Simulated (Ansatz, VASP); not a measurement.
## BN: VASP beside Ansatz

Contents of POSCAR:

```
BN
1.0
    2.5009753125      0.0000000000      0.0000000000
   -1.2504876563      2.1659081548      0.0000000000
    0.0000000000      0.0000000000      6.8741616654
B N
2 2
Direct
    0.2887365288      0.6340195399      0.2500000000
    0.6220698621      0.3006862066      0.7500000000
    0.3333333333      0.6666666667      0.7500000000
    0.6666666667      0.3333333333      0.2500000000
```

Contents of INCAR.step1:

```
PREC = Accurate
ENCUT = 520
ISMEAR = 0
SIGMA = 0.05
LREAL = False
LASPH = True
NELM = 80
NBANDS = 16
GGA = PE
ALGO = Normal
EDIFF = 1E-4
LWAVE = True
LCHARG = False
```

INCAR.step2

```
PREC = Accurate
ENCUT = 520
EDIFF = 1E-7
ISMEAR = 0
SIGMA = 0.05
LREAL = False
LASPH = True
NELM = 80
ALGO = Normal
ISIF = 2
LWAVE = False
LCHARG = True
METAGGA = R2SCAN
LMIXTAU = True
LELF = True
LVHAR = True
NBANDS = 16
ISTART = 1
```

Contents of KPOINTS:

```
Automatic mesh
0
Gamma
  12 12 4
```

Input for Ansatz:

```yaml
crystal:
  lattice:
    - [2.5009753125, 0.0, 0.0]
    - [-1.2504876563, 2.1659081548, 0.0]
    - [0.0, 0.0, 6.8741616654]
  atoms:
    - { symbol: B, position: [0.2887365288, 0.6340195399, 0.25] }
    - { symbol: B, position: [0.6220698621, 0.3006862066, 0.75] }
    - { symbol: "N", position: [0.3333333333, 0.6666666667, 0.75] }
    - { symbol: "N", position: [0.6666666667, 0.3333333333, 0.25] }
basis:
  ecutwfc: 500
kpoints:
  mp_grid: { grid: [12, 12, 4] }
hamiltonian:
  xc: r2scan
scf:
  occupations: { method: gaussian, width: 0.05 }
output:
  forces: true
  stress: true
  eigenvalues: true
```

Change from the starting cell: all B atoms moved -0.100 Å, as atom 1 along Cartesian [1 1 0].

Alike in both runs: task single point; functional r2SCAN; k mesh 12 × 12 × 4; occupations gaussian, width 0.05 eV; no spin polarisation.

|  | VASP | Ansatz |
| --- | --- | --- |
| version | VASP 6.6.1 | Ansatz 0.2.0 |
| potentials or method | VASP PAW PBE potentials, release 64 (B, N), cutoff 520 eV | scalar-relativistic, plane waves, PAW |
| valence electrons in the cell | 16 | 16 |

VASP gave:

| Item | Value |
| --- | --- |
| gap on the k mesh at the Fermi level (eV) | 4.74 |
| least direct gap on the mesh (eV) | 5.13 |
| pressure (GPa) | 4.1 |
| traceless stress, the component that is largest in VASP (GPa) | -4.33 |
| rms of the force components (eV/Å) | 2.464 |

Q: What did Ansatz give for the same quantities?

A: gap on the k mesh at the Fermi level (eV): 4.70; least direct gap on the mesh (eV): 5.08; pressure (GPa): 3.7; traceless stress, the component that is largest in VASP (GPa): -3.73; rms of the force components (eV/Å): 2.478.

VASP's potentials were made for PBE, not for r2SCAN. Atom by atom the forces differ by 0.015 eV/Å (rms over components). With one functional, cell and mesh, what is left measures potentials, basis and numerics.
